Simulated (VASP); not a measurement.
Input of a VASP 6.6.1 run:

The input POSCAR:

```
AlN
1.0
    0.0587843221      2.1781144422      2.1781144422
    2.1781144422      0.0587843221      2.1781144422
    2.1781144422      2.1781144422      0.0587843221
Al N
1 1
Direct
    0.0019441439      0.0019441439      0.0019441439
    0.2480558561      0.2480558561      0.2480558561
```

Contents of INCAR.step1:

```
PREC     = Accurate       # precision mode
ENCUT    = 520            # plane-wave cutoff, eV
EDIFF    = 1E-5           # SCF threshold, eV
ISMEAR   = 0              # smearing method
SIGMA    = 0.01           # smearing width, eV
LREAL    = F              # projectors in reciprocal space
LASPH    = T              # aspherical terms in the spheres
NELM     = 80             # most SCF steps
ALGO     = Normal         # electronic algorithm
ISIF     = 2              # what is computed and relaxed
LWAVE    = T              # write WAVECAR
GGA      = PE             # functional
NBANDS   = 11             # bands
```

Contents of INCAR.step2:

```
PREC     = Accurate       # precision mode
ENCUT    = 520            # plane-wave cutoff, eV
EDIFF    = 1E-6           # SCF threshold, eV
ISMEAR   = 0              # smearing method
SIGMA    = 0.01           # smearing width, eV
LREAL    = F              # projectors in reciprocal space
LASPH    = T              # aspherical terms in the spheres
NELM     = 80             # most SCF steps
ALGO     = Normal         # electronic algorithm
ISIF     = 2              # what is computed and relaxed
LWAVE    = F              # write WAVECAR
LCHARG   = T              # write CHGCAR
GGA      = PE             # functional
LHFCALC  = T              # exact exchange
HFSCREEN = 0.2079         # screening, 1/A
PRECFOCK = Normal       
LELF     = T              # ELF
LVHAR    = T            
ISTART   = 1            
NBANDS   = 11             # bands
```

File KPOINTS:

```
regular mesh
0
Gamma
  8 8 8
```

Potentials or basis: VASP PAW PBE potentials, release 64 (Al, N).

The run is started by

```sh
$ cat potpaw_PBE.64/Al/POTCAR potpaw_PBE.64/N/POTCAR > POTCAR
$ cp INCAR.step1 INCAR
$ mpirun -np 1 vasp_std > vasp.out
$ cp INCAR.step2 INCAR
$ mpirun -np 1 vasp_std > vasp.out
```

(1) Estimate the band gap on the k mesh.

(2) Estimate the pressure.

(3) What does it give for the largest force?

## Answers

(1) 4.43 eV (least direct gap 5.84 eV).

(2) 10.9 GPa.

(3) 0.007 eV/Å.

Caveat: the cell differs from its parent crystal (epitaxial 111 strain -3.0%); the cell stands under pressure; the structure was generated, so it needn't be the stable form of AlN; the PAW data sets were made with another functional, which shifts forces and pressure a little.
